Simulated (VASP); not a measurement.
Input of a VASP 6.6.1 run:

The input INCAR:

```
PREC     = Accurate       # precision mode
ENCUT    = 600            # plane-wave cutoff, eV
EDIFF    = 1E-6           # SCF threshold, eV
ISMEAR   = -1             # smearing method
SIGMA    = 0.05           # smearing width, eV
LREAL    = False          # projectors in reciprocal space
LASPH    = True           # aspherical terms in the spheres
NELM     = 100            # most SCF steps
ALGO     = Normal         # electronic algorithm
ISIF     = 3              # what is computed and relaxed
LWAVE    = False          # write WAVECAR
LCHARG   = False          # write CHGCAR
GGA      = RE             # functional
IVDW     = 12             # dispersion correction
IBRION   = 2              # ionic algorithm
NSW      = 60             # ionic steps
EDIFFG   = -0.01          # ionic threshold
```

KPOINTS

```
regular mesh
0
Gamma
  7 7 5
```

Contents of POSCAR:

```
Te
1.0
    4.4540000000      0.0000000000      0.0000000000
   -2.2270000000      3.8572771485      0.0000000000
    0.0000000000      0.0000000000      5.9240000000
Te
3
Direct
    0.7310000000      0.7310000000      0.0000000000
    0.0000000000      0.2690000000      0.6666666667
    0.2690000000      0.0000000000      0.3333333333
```

Potentials or basis: VASP PAW PBE potentials, release 64 (Te).

Launch:

```bash
$ cat potpaw_PBE.64/Te/POTCAR > POTCAR
$ mpirun -np 1 vasp_std > vasp.out
```

Problem. Predict the relaxed volume.

Solution. 31.03 Å³/atom.

Problem. What does it give for the relaxed cell?

Solution. a = 4.245 Å, b = 4.245 Å, c = 5.963 Å, α = 90.00°, β = 90.00°, γ = 120.00°.

Problem. What does it give for the dispersion energy per atom?

Solution. -0.898 eV.

Problem. Estimate the space group after relaxing (to 0.1 Å).

Solution. P3_121 (No. 152).

Step by step:
| step | energy change (eV) | largest force (eV/Å) | pressure (GPa) | volume (Å³) |
| --- | --- | --- | --- | --- |
| 1 | 0.0000 | 0.1609 | -1.77 | 101.78 |
| 2 | -0.0287 | 0.4083 | 0.72 | 96.36 |
| 3 | -0.0294 | 0.3749 | 0.36 | 97.06 |
| 4 | -0.0553 | 0.2828 | 0.36 | 95.63 |
| 5 | -0.0816 | 0.0665 | 0.91 | 91.32 |
| 6 | -0.0828 | 0.0966 | 0.78 | 92.00 |
| 7 | -0.0790 | 0.0477 | -1.15 | 94.90 |
| 8 | -0.0859 | 0.0360 | -0.03 | 93.15 |
| 9 | -0.0864 | 0.0273 | -0.02 | 93.14 |
| 10 | -0.0867 | 0.0112 | -0.01 | 93.11 |
| 11 | -0.0867 | 0.0105 | -0.01 | 93.11 |
| 12 | -0.0868 | 0.0057 | -0.03 | 93.08 |

Caveat: the PAW data sets were made with another functional, which shifts forces and pressure a little.
